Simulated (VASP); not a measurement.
A run of VASP 6.6.1 is set up as follows.

INCAR

```
SYSTEM = ZnSe5
  ALGO = Normal
  EDIFF = 1E-6
  EDIFFG = -0.04
  ENCUT = 600
  GGA = PE
  IBRION = 2
  ISIF = 3
  ISMEAR = 0
  LASPH = .True.
  LCHARG = .False.
  LREAL = .False.
  LWAVE = .False.
  NELM = 60
  NSW = 90
  PREC = Accurate
  SIGMA = 0.1
```

KPOINTS

```
k-points
0
Gamma
  6 6 4
  0 0 0
```

File POSCAR:

```
ZnSe5
1.0
    4.6599474347      0.0000000000      0.0000000000
   -2.3299737174      4.0356328588      0.0000000000
    0.0000000000      0.0000000000      6.8447662983
Zn Se
1 5
Direct
    0.0000000000      0.0000000000      0.0000000000
    0.3333333333      0.6666666667      0.7569409608
    0.3333333333      0.6666666667      0.2430590392
    0.6666666667      0.3333333333      0.2430590392
    0.6666666667      0.3333333333      0.7569409608
    0.0000000000      0.0000000000      0.5000000000
```

Potentials or basis: VASP PAW PBE potentials, release 64 (Zn, Se).

Command:

```console
$ cat potpaw_PBE.64/Zn/POTCAR potpaw_PBE.64/Se/POTCAR > POTCAR
$ mpirun -np 1 vasp_std > vasp.out
```

(1) What does it give for the relaxed cell?

(2) What does it give for the band gap on the k mesh?

## Answers

(1) a = 4.658 Å, b = 4.658 Å, c = 6.790 Å, α = 90.00°, β = 90.00°, γ = 120.00°.

(2) zero (bands 21 and 22 overlap by 1.38 eV).
